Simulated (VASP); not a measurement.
# GaN (P6_3mc) in VASP: further runs

The runs below take GaN through single point, with LDA.

All numbers are computed with VASP 6.6.1; they aren't measurements. Logs are shortened: lines on timing, memory, paths and dates and some standing lists are left out, and cuts for length are marked.

**1. The cell of the first run**

Symmetry: P6_3mc, No. 186, hexagonal system. The conventional cell has a = 3.132 Å, b = 3.132 Å, c = 5.106 Å, α = 90.00°, β = 90.00°, γ = 120.00°. Ga (site symmetry 3m) has 4 N at 1.92 Å within 2.5 Å. Within 2.5 Å of N (site symmetry 3m) lie 4 Ga at 1.92 Å.

**2. Single point, LDA**

The input, INCAR:

```
PREC = Accurate
ENCUT = 1330
EDIFF = 1E-6
ISMEAR = 0
SIGMA = 0.01
LREAL = False
LASPH = True
NELM = 120
ALGO = Normal
ISIF = 2
LWAVE = False
LCHARG = False
GGA = CA
NBANDS = 26
GGA_COMPAT = False
```

The input, KPOINTS:

```
Automatic mesh
0
Gamma
  8 8 4
```

The input, POSCAR:

```
GaN
1.0
    3.1318884003      0.0000000000      0.0000000000
   -1.5659442001      2.7122949164      0.0000000000
    0.0000000000      0.0000000000      5.1061639293
Ga N
2 2
Direct
    0.3333333333      0.6666666667     -0.0006650449
    0.6666666667      0.3333333333      0.4993349551
    0.3333333333      0.6666666667      0.3756650449
    0.6666666667      0.3333333333      0.8756650449
```

Potentials or basis: VASP PAW LDA potentials, release 64 (Ga_d, N_h).

The run is started by

```
cat potpaw_LDA.64/Ga_d/POTCAR potpaw_LDA.64/N_h/POTCAR > POTCAR
mpirun -np 1 vasp_std > vasp.out
```

OUTCAR:

```text
PREC = Accurate
   ENCUT = 1330
   EDIFF = 1E-6
   ISMEAR = 0
   LREAL = False
   LASPH = True
   NELM = 120
   ISIF = 2
   GGA = CA

 ion  position               nearest neighbor table
   1  0.333  0.667  0.999-   4 1.92   4 1.92   4 1.92   3 1.92
   2  0.667  0.333  0.499-   3 1.92   3 1.92   3 1.92   4 1.92
   3  0.333  0.667  0.376-   2 1.92   2 1.92   2 1.92   1 1.92
   4  0.667  0.333  0.876-   1 1.92   1 1.92   1 1.92   2 1.92

  LATTYP: Found a hexagonal cell.
 ALAT       =     3.1318884003
 C/A-ratio  =     1.6303786332

  Lattice vectors:

 A1 = (   3.1318884003,   0.0000000000,   0.0000000000)
 A2 = (  -1.5659442001,   2.7122949164,   0.0000000000)
 A3 = (   0.0000000000,   0.0000000000,   5.1061639293)

Analysis of symmetry for initial positions (statically):
=====================================================================
 Subroutine PRICEL returns:
 Original cell was already a primitive cell.

 Routine SETGRP: Setting up the symmetry group for a
 hexagonal supercell.

 Subroutine GETGRP returns: Found 12 space group operations
 (whereof  6 operations were pure point group operations)
 out of a pool of 24 trial point group operations.

The static configuration has the point symmetry C_3v.
 The point group associated with its full space group is C_6v.

Analysis of symmetry for dynamics (positions and initial velocities):
=====================================================================
 Subroutine PRICEL returns:
 Original cell was already a primitive cell.

 Routine SETGRP: Setting up the symmetry group for a
 hexagonal supercell.

 Subroutine GETGRP returns: Found 12 space group operations
 (whereof  6 operations were pure point group operations)
 out of a pool of 24 trial point group operations.

The dynamic configuration has the point symmetry C_3v.
 The point group associated with its full space group is C_6v.

 Subroutine INISYM returns: Found 12 space group operations
 (whereof  6 operations are pure point group operations),
 and found     1 'primitive' translations

----------------------------------------------------------------------------------------

                                     Primitive cell

  volume of cell :      43.3748

  direct lattice vectors                    reciprocal lattice vectors
     3.131888400  0.000000000  0.000000000     0.319296179  0.184345735  0.000000000
    -1.565944200  2.712294916  0.000000000     0.000000000  0.368691470  0.000000000
     0.000000000  0.000000000  5.106163929     0.000000000  0.000000000  0.195841734

  length of vectors
     3.131888400  3.131888400  5.106163929     0.368691470  0.368691470  0.195841734

  position of ions in fractional coordinates (direct lattice)
     0.333333333  0.666666667  0.999334955
     0.666666667  0.333333333  0.499334955
     0.333333333  0.666666667  0.375665045
     0.666666667  0.333333333  0.875665045

  ion indices of the primitive-cell ions
   primitive index   ion index
                 1           1
                 2           2
                 3           3
                 4           4

----------------------------------------------------------------------------------------

 KPOINTS: Automatic mesh

Automatic generation of k-mesh.
 Grid dimensions read from file:
 generate k-points for:    8    8    4

 Generating k-lattice:

  Cartesian coordinates                     Fractional coordinates (reciprocal lattice)
     0.039912022  0.023043217  0.000000000     0.125000000 -0.000000000  0.000000000
     0.000000000  0.046086434  0.000000000     0.000000000  0.125000000  0.000000000
     0.000000000  0.000000000  0.048960434     0.000000000  0.000000000  0.250000000

  Length of vectors
     0.046086434  0.046086434  0.048960434

  Shift w.r.t. Gamma in fractional coordinates (k-lattice)
     0.000000000  0.000000000  0.000000000

 Subroutine IBZKPT returns following result:
 ===========================================

 Found     30 irreducible k-points:

 Following reciprocal coordinates:
            Coordinates               Weight
  0.000000  0.000000  0.000000      1.000000
  0.125000 -0.000000  0.000000      6.000000
  0.250000 -0.000000  0.000000      6.000000
  0.375000 -0.000000  0.000000      6.000000
  0.500000 -0.000000  0.000000      3.000000
  0.125000  0.125000  0.000000      6.000000
[... 16 lines left out ...]
  0.250000 -0.000000  0.500000      6.000000
  0.375000 -0.000000  0.500000      6.000000
 [... further k-points ...]
   k-points           NKPTS =     30   k-points in BZ     NKDIM =     30   number of bands    NBANDS=     26
   number of dos      NEDOS =    301   number of ions     NIONS =      4
   total plane-waves  NPLWV = 102400
   dimension x,y,z NGX =    40 NGY =   40 NGZ =   64
   dimension x,y,z NGXF=    80 NGYF=   80 NGZF=  128
   ions per type =               2   2
   NGX,Y,Z   is equivalent  to a cutoff of  21.23, 21.23, 20.84 a.u.
   NGXF,Y,Z  is equivalent  to a cutoff of  42.47, 42.47, 41.67 a.u.
 SYSTEM =  unknown system
   PREC   = accura    normal or accurate (medium, high low for compatibility)
   ISTART =      0    job   : 0-new  1-cont  2-samecut
   ICHARG =      2    charge: 1-file 2-atom 10-const
   ISPIN  =      1    spin polarized calculation?
   LNONCOLLINEAR =      F non collinear calculations
   LSORBIT =      F    spin-orbit coupling
   LASPH  =      T    aspherical Exc in radial PAW
   ENCUT  = 1330.0 eV  97.75 Ry    9.89 a.u.   9.31  9.31 15.18*2*pi/ulx,y,z
   NELM   =    120;   NELMIN=  2; NELMDL= -5     # of ELM steps
   EDIFF  = 0.1E-05   stopping-criterion for ELM
   LREAL  =      F    real-space projection
   EDIFFG = 0.1E-04   stopping-criterion for IOM
   NSW    =      0    number of steps for IOM
   IBRION =     -1    ionic relax: 0-MD 1-quasi-New 2-CG
   NFREE  =      0    steps in history (QN), initial steepest desc. (CG)
   ISIF   =      2    stress and relaxation
   ISYM   =      2    0-nonsym 1-usesym 2-fastsym
   POTIM  = 0.5000    time-step for ionic-motion
   TEBEG  =    0.0;   TEEND  =   0.0 temperature during run
   PSTRESS=    0.0 pullay stress
   NELECT =      36.0000    total number of electrons
   NUPDOWN=      -1.0000    fix difference up-down
   EMIN   =  10.00;   EMAX   =-10.00  energy-range for DOS
   EFERMI =   0.00;   METHOD = LEGACY
   ISMEAR =     0;   SIGMA  =   0.01  broadening in eV -4-tet -1-fermi 0-gaus
   EFERMI_NEDOS =   21; number of points for ismear=-14 and -15
   IALGO  =     38    algorithm
   IMIX   =      4    mixing-type and parameters
     AMIX     =   0.40;   BMIX     =  1.00
     AMIX_MAG =   1.60;   BMIX_MAG =  1.00
  volume/ion in A,a.u.               =      10.84        73.18
  Fermi-wavevector in a.u.,A,eV,Ry     =   1.538496  2.907336 32.204578  2.366970
  Thomas-Fermi vector in A             =   2.644856
   LORBIT       =      0    0 simple, 1 ext, 2 COOP (PROOUT), +10 PAW based schemes
   GGA     = CA    functional components
   LHFCALC =     F    Hartree Fock is set to
   AEXX    =    0.0000 exact exchange contribution
   IVDW    =     0    specifies the selected vdW correction
   LEPSILON=     F    determine dielectric tensor
   LRPA    =     F    only Hartree local field effects (RPA)
 non-spin polarized calculation
 Gauss-broadening in eV      SIGMA  =   0.01
  energy-cutoff  :     1330.00
  volume of cell :       43.37
 maximum number of plane-waves:      4830
 NGX is ok and might be reduce to    40
   NGX = 19   NGY = 19   NGZ = 31

 number of electron      36.0000000 magnetization

 Free energy of the ion-electron system (eV)
  ---------------------------------------------------
  ext. energy  EPLUGINS =         0.00000000
  ---------------------------------------------------
  free energy    TOTEN  =       -27.89971360 eV

  energy without entropy =      -27.89971360  energy(sigma->0) =      -27.89971360

 E-fermi :   6.0420     XC(G=0): -12.4169

 val. band max:        5.9853060746   @ k =   0.0000   0.0000   0.0000
 cond. band min:       8.2597736582   @ k =   0.0000   0.0000   0.0000
 fundamental gap:      2.2744675836
 Fermi energy:         6.0419894579

 k-point     1 :       0.0000    0.0000    0.0000
  band No.  band energies     occupation
      1     -10.3296      2.00000
      2      -9.2821      2.00000
      3      -7.6262      2.00000
      4      -7.6079      2.00000
      5      -7.6079      2.00000
      6      -7.5367      2.00000
[... 18 lines left out ...]
     25      17.9093      0.00000
     26      17.9093      0.00000

 k-point     2 :       0.1250   -0.0000    0.0000
  band No.  band energies     occupation
      1     -10.1611      2.00000
      2      -9.2390      2.00000
      3      -7.6075      2.00000
      4      -7.5831      2.00000
      5      -7.5618      2.00000
      6      -7.5156      2.00000
[... 18 lines left out ...]
     25      17.4372      0.00000
     26      18.2473      0.00000

 k-point     3 :       0.2500   -0.0000    0.0000
  band No.  band energies     occupation
      1      -9.7600      2.00000
      2      -9.1574      2.00000
      3      -7.5630      2.00000
      4      -7.5392      2.00000
      5      -7.4721      2.00000
      6      -7.4174      2.00000
[... 18 lines left out ...]
     25      17.5508      0.00000
     26      18.9403      0.00000

 k-point     4 :       0.3750   -0.0000    0.0000
  band No.  band energies     occupation
      1      -9.4096      2.00000
      2      -9.1059      2.00000
      3      -7.5509      2.00000
      4      -7.5228      2.00000
      5      -7.4271      2.00000
      6      -7.3602      2.00000
[... 18 lines left out ...]
     25      18.0056      0.00000
     26      19.5412      0.00000
[... 496 lines left out ...]
      1      -9.5817      2.00000
      2      -9.5817      2.00000
      3      -7.5674      2.00000
      4      -7.5674      2.00000
      5      -7.5526      2.00000
      6      -7.5526      2.00000
[... 18 lines left out ...]
     25      16.9536      0.00000
     26      16.9536      0.00000

 k-point    23 :       0.2500   -0.0000    0.5000
  band No.  band energies     occupation
      1      -9.3515      2.00000
      2      -9.3515      2.00000
      3      -7.5384      2.00000
      4      -7.5384      2.00000
      5      -7.4813      2.00000
      6      -7.4813      2.00000
[... 18 lines left out ...]
     25      17.7922      0.00000
     26      17.7922      0.00000

 k-point    24 :       0.3750   -0.0000    0.5000
  band No.  band energies     occupation
      1      -9.1841      2.00000
      2      -9.1841      2.00000
      3      -7.5500      2.00000
      4      -7.5500      2.00000
      5      -7.4247      2.00000
      6      -7.4247      2.00000
[... 18 lines left out ...]
     25      18.3117      0.00000
     26      18.3117      0.00000

 [... further k-points ...]

------------------------ aborting loop because EDIFF is reached ----------------------------------------

  FORCE on cell =-STRESS in cart. coord.  units (eV):
  Direction    XX          YY          ZZ          XY          YZ          ZX
  --------------------------------------------------------------------------------------
  -------------------------------------------------------------------------------------
  Total        1.4162335      1.4162335      1.4240162      0.0000000      0.0000000      0.0000000
  in kB       52.3127461     52.3127461     52.6002222      0.0000000      0.0000000      0.0000000
  external PRESSURE =      52.4085715 kB  Pullay stress =       0.0000000 kB

 VOLUME and BASIS-vectors are now :
 -----------------------------------------------------------------------------
  energy-cutoff  :     1330.00
  volume of cell :       43.37
      direct lattice vectors                 reciprocal lattice vectors
     3.131888400  0.000000000  0.000000000     0.319296179  0.184345735  0.000000000
    -1.565944200  2.712294916  0.000000000     0.000000000  0.368691470  0.000000000
     0.000000000  0.000000000  5.106163929     0.000000000  0.000000000  0.195841734

 POSITION                                       TOTAL-FORCE (eV/Angst)
 -----------------------------------------------------------------------------------
     -0.00000      1.80820      5.10277         0.000000      0.000000      0.000993
      1.56594      0.90410      2.54969        -0.000000     -0.000000      0.000993
     -0.00000      1.80820      1.91821         0.000000     -0.000000     -0.000993
      1.56594      0.90410      4.47129        -0.000000      0.000000     -0.000993
 -----------------------------------------------------------------------------------
    total drift:                               -0.000000      0.000000     -0.000117

  FREE ENERGIE OF THE ION-ELECTRON SYSTEM (eV)
  ---------------------------------------------------
  free  energy   TOTEN  =       -27.8997136046 eV

  energy  without entropy=      -27.8997136046  energy(sigma->0) =      -27.89971360
```

Wall time 55 s (1 thread of Intel Xeon 6975P-C (Granite Rapids), shared host); peak memory 0.33 GiB.

Results:

```
Free energy            : -27.8997 eV
Pressure               : 5.2 GPa
Band gap on the k mesh : 2.27 eV
```

Levels at points of the mesh, in eV from the valence-band top:
```tsv
k point	band 14	band 15	band 16	band 17	band 18	band 19	band 20	band 21	band 22	band 23
(0.00, 0.00, 0.00)	-1.11	-1.11	-0.06	0.00	0.00	2.27	4.51	9.32	10.01	10.01
(0.50, 0.00, 0.00)	-5.53	-4.50	-2.95	-2.40	-1.08	5.06	5.76	6.07	8.88	10.51
(0.00, 0.00, 0.50)	-3.96	-0.57	-0.57	-0.57	-0.57	4.53	4.53	8.57	8.57	10.55
(0.50, 0.00, 0.50)	-6.96	-2.09	-2.09	-2.03	-2.03	4.44	4.44	7.93	7.93	10.12
```

Caveat: the cell stands under pressure.

**3. Single point, LDA**

This run uses another cell than the first one, of 10.70 Å³/atom.

The input, INCAR:

```
PREC     = Accurate       # precision mode
ENCUT    = 1330           # plane-wave cutoff, eV
EDIFF    = 1E-6           # SCF threshold, eV
ISMEAR   = 0              # smearing method
SIGMA    = 0.01           # smearing width, eV
LREAL    = False          # projectors in reciprocal space
LASPH    = True           # aspherical terms in the spheres
NELM     = 120            # most SCF steps
ALGO     = Normal         # electronic algorithm
ISIF     = 2              # what is computed and relaxed
LWAVE    = False          # write WAVECAR
LCHARG   = True           # write CHGCAR
LELF     = True           # ELF
LVHAR    = True         
NBANDS   = 26             # bands
GGA_COMPAT= False
```

The input, KPOINTS:

```
regular mesh
0
Gamma
  8 8 4
```

The input, POSCAR:

```
GaN
1.0
    3.1180156194      0.0000000000      0.0000000000
   -1.5590078097      2.7002807358      0.0000000000
    0.0000000000      0.0000000000      5.0838663390
Ga N
2 2
Direct
    0.3333333333      0.6666666667     -0.0006386040
    0.6666666667      0.3333333333      0.4993613960
    0.3333333333      0.6666666667      0.3756386040
    0.6666666667      0.3333333333      0.8756386040
```

Potentials or basis: VASP PAW LDA potentials, release 64 (Ga_d, N_h).

The run is started by

```
cat potpaw_LDA.64/Ga_d/POTCAR potpaw_LDA.64/N_h/POTCAR > POTCAR
mpirun -np 1 vasp_std > vasp.out
```

Wall time 97 s (1 thread of Intel Xeon Platinum 8259CL at 2.50GHz (Skylake/Cascade Lake), shared host); peak memory 0.31 GiB.

Results (log left out):

```
Free energy            : -27.8756 eV
Pressure               : 8.2 GPa
Band gap on the k mesh : 2.36 eV
```

Levels at points of the mesh, in eV from the valence-band top:
```tsv
k point	band 16	band 17	band 18	band 19	band 20	band 21
(0.00, 0.00, 0.00)	-0.06	0.00	0.00	2.36	4.60	9.40
(0.50, 0.00, 0.00)	-3.00	-2.45	-1.09	5.09	5.81	6.13
(0.00, 0.00, 0.50)	-0.58	-0.58	-0.58	4.62	4.62	8.64
(0.50, 0.00, 0.50)	-2.13	-2.06	-2.06	4.48	4.48	8.01
```

Caveat: the cell stands under pressure.
